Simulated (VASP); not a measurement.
# AgCl (Fmm2) in VASP: further runs

Runs on AgCl. Level: PBE. Tasks: single point.

All numbers are computed with VASP 6.6.1; they aren't measurements. Logs are shortened: lines on timing, memory, paths and dates and some standing lists are left out, and cuts for length are marked.

## (1) The cell of the first run

The structure is orthorhombic, space group Fmm2 (No. 42). The conventional cell has a = 5.612 Å, b = 5.687 Å, c = 5.687 Å, α = 90.00°, β = 90.00°, γ = 90.00°. Within 3.5 Å of Ag (site symmetry mm2) lie 6 Cl at 2.67 to 3.02 Å. Within 3.5 Å of Cl (site symmetry mm2) lie 6 Ag at 2.67 to 3.02 Å.

## (2) Single point, PBE

File INCAR:

```
  PREC = Accurate
  ENCUT = 520
  EDIFF = 1E-6
  ISMEAR = 0
  SIGMA = 0.05
  LREAL = F
  LASPH = T
  NELM = 60
  ALGO = Normal
  ISIF = 2
  LWAVE = F
  LCHARG = F
  GGA = PE
  NBANDS = 16
```

File KPOINTS:

```
regular mesh
0
Gamma
  8 8 8
```

File POSCAR:

```
AgCl
1.0
    0.0000000000      2.8433429547      2.8060228508
    2.8433429547      0.0000000000      2.8060228508
    2.8433429547      2.8433429547      0.0000000000
Ag Cl
1 1
Direct
    0.4925160227      0.5074839773      0.5074839773
    0.0227724446     -0.0227724446     -0.0227724446
```

Potentials or basis: VASP PAW PBE potentials, release 64 (Ag, Cl).

Command:

```bash
> cat potpaw_PBE.64/Ag/POTCAR potpaw_PBE.64/Cl/POTCAR > POTCAR
> mpirun -np 1 vasp_std > vasp.out
```

OUTCAR:

```text
PREC = Accurate
   ENCUT = 520
   EDIFF = 1E-6
   ISMEAR = 0
   LREAL = F
   LASPH = T
   NELM = 60
   ISIF = 2
   GGA = PE

 ion  position               nearest neighbor table
   1  0.493  0.507  0.507-   2 2.67   2 2.81   2 2.81   2 2.85   2 2.85   2 3.02
   2  0.023  0.977  0.977-   1 2.67   1 2.81   1 2.81   1 2.85   1 2.85   1 3.02

  LATTYP: Found a body centered tetragonal cell.
 ALAT       =     4.0210941690
 C/A-ratio  =     1.3956513988

  Lattice vectors:

 A1 = (   0.0000000000,  -2.8433429547,  -2.8060228508)
 A2 = (   0.0000000000,   2.8433429547,  -2.8060228508)
 A3 = (   2.8433429547,   0.0000000000,   2.8060228508)

Analysis of symmetry for initial positions (statically):
=====================================================================
 Subroutine PRICEL returns:
 Original cell was already a primitive cell.

 Routine SETGRP: Setting up the symmetry group for a
 body centered tetragonal supercell.

 Subroutine GETGRP returns: Found  4 space group operations
 (whereof  4 operations were pure point group operations)
 out of a pool of 16 trial point group operations.

The static configuration has the point symmetry C_2v.

Analysis of symmetry for dynamics (positions and initial velocities):
=====================================================================
 Subroutine PRICEL returns:
 Original cell was already a primitive cell.

 Routine SETGRP: Setting up the symmetry group for a
 body centered tetragonal supercell.

 Subroutine GETGRP returns: Found  4 space group operations
 (whereof  4 operations were pure point group operations)
 out of a pool of 16 trial point group operations.

The dynamic configuration has the point symmetry C_2v.

 Subroutine INISYM returns: Found  4 space group operations
 (whereof  4 operations are pure point group operations),
 and found     1 'primitive' translations

----------------------------------------------------------------------------------------

                                     Primitive cell

  volume of cell :      45.3711

  direct lattice vectors                    reciprocal lattice vectors
     0.000000000  2.843342955  2.806022851    -0.175849346  0.175849346  0.178188143
     2.843342955  0.000000000  2.806022851     0.175849346 -0.175849346  0.178188143
     2.843342955  2.843342955  0.000000000     0.175849346  0.175849346 -0.178188143

  length of vectors
     3.994792034  3.994792034  4.021094169     0.305936267  0.305936267  0.305936267

  position of ions in fractional coordinates (direct lattice)
     0.492516023  0.507483977  0.507483977
     0.022772445  0.977227555  0.977227555

  ion indices of the primitive-cell ions
   primitive index   ion index
                 1           1
                 2           2

----------------------------------------------------------------------------------------

 KPOINTS: regular mesh

Automatic generation of k-mesh.
 Grid dimensions read from file:
 generate k-points for:    8    8    8

 Generating k-lattice:

  Cartesian coordinates                     Fractional coordinates (reciprocal lattice)
    -0.021981168  0.021981168  0.022273518     0.125000000  0.000000000  0.000000000
     0.021981168 -0.021981168  0.022273518     0.000000000  0.125000000  0.000000000
     0.021981168  0.021981168 -0.022273518     0.000000000  0.000000000  0.125000000

  Length of vectors
     0.038242033  0.038242033  0.038242033

  Shift w.r.t. Gamma in fractional coordinates (k-lattice)
     0.000000000  0.000000000  0.000000000

 Subroutine IBZKPT returns following result:
 ===========================================

 Found     95 irreducible k-points:

 Following reciprocal coordinates:
            Coordinates               Weight
  0.000000  0.000000  0.000000      1.000000
  0.125000  0.000000  0.000000      8.000000
  0.250000  0.000000  0.000000      8.000000
  0.375000  0.000000  0.000000      8.000000
  0.500000  0.000000  0.000000      4.000000
  0.125000  0.125000  0.000000      2.000000
[... 16 lines left out ...]
  0.000000 -0.125000 -0.125000      2.000000
  0.250000  0.000000  0.125000      8.000000
 [... further k-points ...]
   k-points           NKPTS =     95   k-points in BZ     NKDIM =     95   number of bands    NBANDS=     16
   number of dos      NEDOS =    301   number of ions     NIONS =      2
   total plane-waves  NPLWV =  27000
   dimension x,y,z NGX =    30 NGY =   30 NGZ =   30
   dimension x,y,z NGXF=    60 NGYF=   60 NGZF=   60
   ions per type =               1   1
   NGX,Y,Z   is equivalent  to a cutoff of  12.48, 12.48, 12.40 a.u.
   NGXF,Y,Z  is equivalent  to a cutoff of  24.97, 24.97, 24.81 a.u.
 SYSTEM =  unknown system
   PREC   = accura    normal or accurate (medium, high low for compatibility)
   ISTART =      0    job   : 0-new  1-cont  2-samecut
   ICHARG =      2    charge: 1-file 2-atom 10-const
   ISPIN  =      1    spin polarized calculation?
   LNONCOLLINEAR =      F non collinear calculations
   LSORBIT =      F    spin-orbit coupling
   LASPH  =      T    aspherical Exc in radial PAW
   ENCUT  =  520.0 eV  38.22 Ry    6.18 a.u.   7.43  7.43  7.48*2*pi/ulx,y,z
   NELM   =     60;   NELMIN=  2; NELMDL= -5     # of ELM steps
   EDIFF  = 0.1E-05   stopping-criterion for ELM
   LREAL  =      F    real-space projection
   EDIFFG = 0.1E-04   stopping-criterion for IOM
   NSW    =      0    number of steps for IOM
   IBRION =     -1    ionic relax: 0-MD 1-quasi-New 2-CG
   NFREE  =      0    steps in history (QN), initial steepest desc. (CG)
   ISIF   =      2    stress and relaxation
   ISYM   =      2    0-nonsym 1-usesym 2-fastsym
   POTIM  = 0.5000    time-step for ionic-motion
   TEBEG  =    0.0;   TEEND  =   0.0 temperature during run
   PSTRESS=    0.0 pullay stress
   NELECT =      18.0000    total number of electrons
   NUPDOWN=      -1.0000    fix difference up-down
   EMIN   =  10.00;   EMAX   =-10.00  energy-range for DOS
   EFERMI =   0.00;   METHOD = LEGACY
   ISMEAR =     0;   SIGMA  =   0.05  broadening in eV -4-tet -1-fermi 0-gaus
   EFERMI_NEDOS =   21; number of points for ismear=-14 and -15
   IALGO  =     38    algorithm
   IMIX   =      4    mixing-type and parameters
     AMIX     =   0.40;   BMIX     =  1.00
     AMIX_MAG =   1.60;   BMIX_MAG =  1.00
  volume/ion in A,a.u.               =      22.69       153.09
  Fermi-wavevector in a.u.,A,eV,Ry     =   1.202927  2.273202 19.688069  1.447032
  Thomas-Fermi vector in A             =   2.338694
   LORBIT       =      0    0 simple, 1 ext, 2 COOP (PROOUT), +10 PAW based schemes
   GGA     = PE    functional components
   LHFCALC =     F    Hartree Fock is set to
   AEXX    =    0.0000 exact exchange contribution
   IVDW    =     0    specifies the selected vdW correction
   LEPSILON=     F    determine dielectric tensor
   LRPA    =     F    only Hartree local field effects (RPA)
 non-spin polarized calculation
 Gauss-broadening in eV      SIGMA  =   0.05
  energy-cutoff  :      520.00
  volume of cell :       45.37
 maximum number of plane-waves:      1246
 NGX is ok and might be reduce to    30
   NGX = 15   NGY = 15   NGZ = 15

 number of electron      18.0000004 magnetization

 Free energy of the ion-electron system (eV)
  ---------------------------------------------------
  ext. energy  EPLUGINS =         0.00000000
  ---------------------------------------------------
  free energy    TOTEN  =        -5.38770028 eV

  energy without entropy =       -5.38770028  energy(sigma->0) =       -5.38770028

 E-fermi :   3.2742     XC(G=0):  -9.6387

 val. band max:        3.0681155484   @ k =   0.5000   0.0000   0.0000
 cond. band min:       4.0049381874   @ k =   0.0000   0.0000   0.0000
 fundamental gap:      0.9368226390
 Fermi energy:         3.2741711976

 k-point     1 :       0.0000    0.0000    0.0000
  band No.  band energies     occupation
      1     -11.7058      2.00000
      2       0.3515      2.00000
      3       0.5670      2.00000
      4       0.6142      2.00000
      5       0.8452      2.00000
      6       0.8923      2.00000
[... 8 lines left out ...]
     15      15.6794      0.00000
     16      16.0595      0.00000

 k-point     2 :       0.1250    0.0000    0.0000
  band No.  band energies     occupation
      1     -11.6559      2.00000
      2      -0.0579      2.00000
      3       0.2154      2.00000
      4       0.3323      2.00000
      5       0.8751      2.00000
      6       0.8910      2.00000
[... 8 lines left out ...]
     15      15.0962      0.00000
     16      15.7146      0.00000

 k-point     3 :       0.2500    0.0000    0.0000
  band No.  band energies     occupation
      1     -11.5311      2.00000
      2      -0.7919      2.00000
      3      -0.2807      2.00000
      4      -0.2509      2.00000
      5       0.9867      2.00000
      6       0.9935      2.00000
[... 8 lines left out ...]
     15      15.3419      0.00000
     16      15.6040      0.00000

 k-point     4 :       0.3750    0.0000    0.0000
  band No.  band energies     occupation
      1     -11.3998      2.00000
      2      -1.4439      2.00000
      3      -0.6212      2.00000
      4      -0.5827      2.00000
      5       1.1039      2.00000
      6       1.1058      2.00000
[... 8 lines left out ...]
     15      16.2118      0.00000
     16      16.2574      0.00000
[... 324 lines left out ...]
 k-point    22 :       0.1250    0.0000    0.1250
  band No.  band energies     occupation
      1     -11.6424      2.00000
      2      -0.2539      2.00000
      3       0.3399      2.00000
      4       0.3796      2.00000
      5       0.8456      2.00000
      6       0.9014      2.00000
[... 8 lines left out ...]
     15      16.5124      0.00000
     16      17.1249      0.00000

 k-point    23 :       0.0000   -0.1250   -0.1250
  band No.  band energies     occupation
      1     -11.6420      2.00000
      2      -0.3507      2.00000
      3       0.4190      2.00000
      4       0.4645      2.00000
      5       0.8050      2.00000
      6       0.9155      2.00000
[... 8 lines left out ...]
     15      16.9123      0.00000
     16      17.1233      0.00000

 k-point    24 :       0.2500    0.0000    0.1250
  band No.  band energies     occupation
      1     -11.5478      2.00000
      2      -0.7382      2.00000
      3      -0.1171      2.00000
      4       0.1050      2.00000
      5       0.8510      2.00000
      6       1.0062      2.00000
[... 8 lines left out ...]
     15      16.3679      0.00000
     16      16.8625      0.00000

 [... further k-points ...]
[... 5 lines left out ...]
  --------------------------------------------------------------------------------------
  -------------------------------------------------------------------------------------
  Total       -0.0527049     -0.3198274     -0.2884566      0.0000000      0.0000000      0.0000000
  in kB       -1.8611538    -11.2939693    -10.1861817      0.0000000      0.0000000      0.0000000
  external PRESSURE =      -7.7804350 kB  Pullay stress =       0.0000000 kB

 VOLUME and BASIS-vectors are now :
 -----------------------------------------------------------------------------
  energy-cutoff  :      520.00
  volume of cell :       45.37
      direct lattice vectors                 reciprocal lattice vectors
     0.000000000  2.843342955  2.806022851    -0.175849346  0.175849346  0.178188143
     2.843342955  0.000000000  2.806022851     0.175849346 -0.175849346  0.178188143
     2.843342955  2.843342955  0.000000000     0.175849346  0.175849346 -0.178188143

 POSITION                                       TOTAL-FORCE (eV/Angst)
 -----------------------------------------------------------------------------------
      2.88590      2.84334      2.80602        -0.121605      0.000000      0.000000
      5.55719      2.84334      2.80602         0.121605      0.000000      0.000000
 -----------------------------------------------------------------------------------
    total drift:                               -0.000228      0.000000      0.000000

  FREE ENERGIE OF THE ION-ELECTRON SYSTEM (eV)
  ---------------------------------------------------
  free  energy   TOTEN  =        -5.3877002788 eV

  energy  without entropy=       -5.3877002788  energy(sigma->0) =       -5.38770028
```

Wall time 25 s (1 thread of Intel Xeon 6975P-C (Granite Rapids), shared host); peak memory 0.21 GiB.

What came out:

- Free energy: -5.3877 eV
- Pressure: -0.8 GPa
- Largest force: 0.122 eV/Å
- Band gap on the k mesh: 0.94 eV, indirect (least direct gap 2.48 eV)

Forces on the atoms (eV/Å):
```
Ag  -0.122  0.000  0.000
Cl   0.122  0.000  0.000
```

Levels at points of the mesh, in eV from the valence-band top:
```tsv
k point	band 7	band 8	band 9	band 10	band 11	band 12
(0.00, 0.00, 0.00)	-1.83	-1.81	-1.55	0.94	10.72	10.76
(0.50, 0.00, 0.00)	-1.63	-0.07	0.00	4.43	6.19	7.77
(0.50, 0.50, 0.00)	-1.81	-1.80	-1.75	2.49	7.93	8.52
(0.50, 0.00, 0.50)	-1.82	-1.80	-1.75	2.50	8.00	8.39
(0.00, 0.50, 0.50)	-1.82	-1.81	-1.77	2.50	8.13	8.46
```

A k mesh can miss the band edges.

## (3) Single point, PBE

File INCAR:

```
SYSTEM = AgCl
PREC = Accurate
ENCUT = 520
EDIFF = 1E-6
ISMEAR = 0
SIGMA = 0.05
LREAL = .False.
LASPH = .True.
NELM = 100
ALGO = Normal
ISIF = 2
LWAVE = .False.
LCHARG = .True.
GGA = PE
LELF = .True.
LVHAR = .True.
NBANDS = 16
```

File KPOINTS:

```
Automatic mesh
0
Gamma
  8 8 8
  0 0 0
```

File POSCAR:

```
AgCl
1.0
    0.0000000000      2.8433429547      2.8060228508
    2.8433429547      0.0000000000      2.8060228508
    2.8433429547      2.8433429547      0.0000000000
Ag Cl
1 1
Direct
    0.4625801134      0.5374198866      0.5374198866
    0.1138622231     -0.1138622231     -0.1138622231
```

Potentials or basis: VASP PAW PBE potentials, release 64 (Ag, Cl).

Command:

```bash
> cat potpaw_PBE.64/Ag/POTCAR potpaw_PBE.64/Cl/POTCAR > POTCAR
> mpirun -np 1 vasp_std > vasp.out
```

Wall time 28 s (1 thread of Intel Xeon 6975P-C (Granite Rapids), shared host); peak memory 0.21 GiB.

The run converged. Its results:

```
Free energy            : -3.9288 eV
Pressure               : 18.5 GPa
Largest force          : 7.599 eV/Å
Band gap on the k mesh : 1.35 eV, indirect (least direct gap 1.73 eV)
```

Forces on the atoms (eV/Å):
```
Ag  -7.599  0.000  0.000
Cl   7.599  0.000  0.000
```

Stress tensor (GPa, compression positive):
```
55.37  0.00  0.00
 0.00 -0.05  0.00
 0.00  0.00  0.08
```

Levels at points of the mesh, in eV from the valence-band top:
| k point | band 7 | band 8 | band 9 | band 10 | band 11 | band 12 |
| --- | --- | --- | --- | --- | --- | --- |
| (0.00, 0.00, 0.00) | -0.76 | -0.72 | -0.38 | 1.35 | 8.96 | 9.01 |
| (0.50, 0.00, 0.00) | -2.11 | -0.77 | -0.46 | 4.57 | 5.66 | 7.85 |
| (0.50, 0.50, 0.00) | -2.50 | -1.02 | -0.93 | 2.64 | 6.01 | 8.15 |
| (0.50, 0.00, 0.50) | -2.49 | -0.93 | -0.90 | 2.64 | 6.08 | 8.02 |
| (0.00, 0.50, 0.50) | -2.58 | -2.28 | -2.21 | 2.78 | 7.73 | 9.76 |

Caveat: forces of over 1 eV/Å act on the atoms, so gaps and moduli don't describe the material at rest.
